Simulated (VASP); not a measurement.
**W: single point with PBE**

Crystal: W.

```
W
1.0
     0.00000    2.03000    2.03000
     2.03000    0.00000    2.03000
     2.03000    2.03000    0.00000
W
1
Cartesian
  0.0000 0.0000 0.0000
```

```json
{
  "Program": "VASP 6.6.1",
  "Task": "single point",
  "Functional": "PBE",
  "Potentials or basis": "VASP PAW PBE potentials, release 64 (W_sv)",
  "Cutoff": "520 eV",
  "k mesh": "11 × 11 × 11",
  "Occupations": "gaussian, width 0.027 eV",
  "Spin": "no spin polarisation",
  "Dipole correction": "no",
  "Further INCAR settings": "ALGO = Fast; EDIFF = 1e-07; NBANDS = 13"
}
```

* Pressure: -4.5 GPa
* Band gap on the k mesh: zero (band 7 reaches 12.79 eV, above the bottom of band 8 at 9.69 eV)

Levels at points of the mesh, in eV from the Fermi level:
| k point | band 5 | band 6 | band 7 | band 8 | band 9 | band 10 |
| --- | --- | --- | --- | --- | --- | --- |
| (0.00, 0.00, 0.00) | -8.90 | -0.54 | -0.54 | -0.54 | 2.50 | 2.50 |

It took 6.2 s on 1 thread of Intel(R) Xeon(R) 6975P-C (Granite Rapids), on a shared host, peak memory 0.14 GiB.

Caveat: spin-orbit coupling is left out, which moves the levels of the heavy elements.
